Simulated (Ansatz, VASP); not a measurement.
Two plane-wave programs on Cd

```
CELL_PARAMETERS angstrom
3.20377 0.00000 0.00000
-1.60188 2.77454 0.00000
0.00000 0.00000 5.09468
ATOMIC_POSITIONS crystal
Cd 0.33333 0.66667 0.25000
Cd 0.66667 0.33333 0.75000
```

Alike in both runs: functional PBE; k mesh 15 × 15 × 8; occupations fermi-dirac, width 0.05 eV; no spin polarisation.

Ansatz relaxed the structure, and its values are those at the end. VASP's run is a single point on that final structure, the one shown.

|  | VASP | Ansatz |
| --- | --- | --- |
| version | VASP 6.6.1 | Ansatz 0.2.0 |
| potentials or method | VASP PAW PBE potentials, release 64 (Cd) | PAW with Ansatz's default frozen-core files, scalar-relativistic |
| plane-wave cutoff (eV) | 520 | 420 |
| valence electrons in the cell | 24 | 40 |

Ansatz gave:

```
pressure (GPa) : 0.0
```

Estimate VASP's values.

pressure (GPa): 0.2.

With one functional, cell and mesh, what is left measures potentials, basis and numerics. VASP's potentials hold 24 valence electrons a cell and Ansatz's 40, so a difference there can come from the potentials and not from the codes.
